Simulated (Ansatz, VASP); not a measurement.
**One calculation of LaAs, two programs**

```
CELL_PARAMETERS angstrom
0.00000 3.06250 3.06250
3.06250 0.00000 3.06250
3.06250 3.06250 0.00000
ATOMIC_POSITIONS crystal
La 0.00000 0.00000 0.00000
As 0.50000 0.50000 0.50000
```

Alike in both runs: task single point; functional PBEsol; k mesh 12 × 12 × 12; occupations fermi-dirac, width 0.05 eV; no spin polarisation.

```csv
,VASP,Ansatz
version,VASP 6.6.1,Ansatz 0.2.0
potentials or method,"VASP PAW PBE potentials, release 64 (La, As), cutoff 520 eV","all-electron LAPW, scalar-relativistic"
```

```csv
,VASP,Ansatz,Ansatz less VASP
pressure (GPa),-0.5,-0.5,+0.01
```

VASP's potentials were made for PBE, not for PBEsol. Ansatz ran all-electron here, and VASP with PAW potentials.

Neither program's run includes spin-orbit coupling.
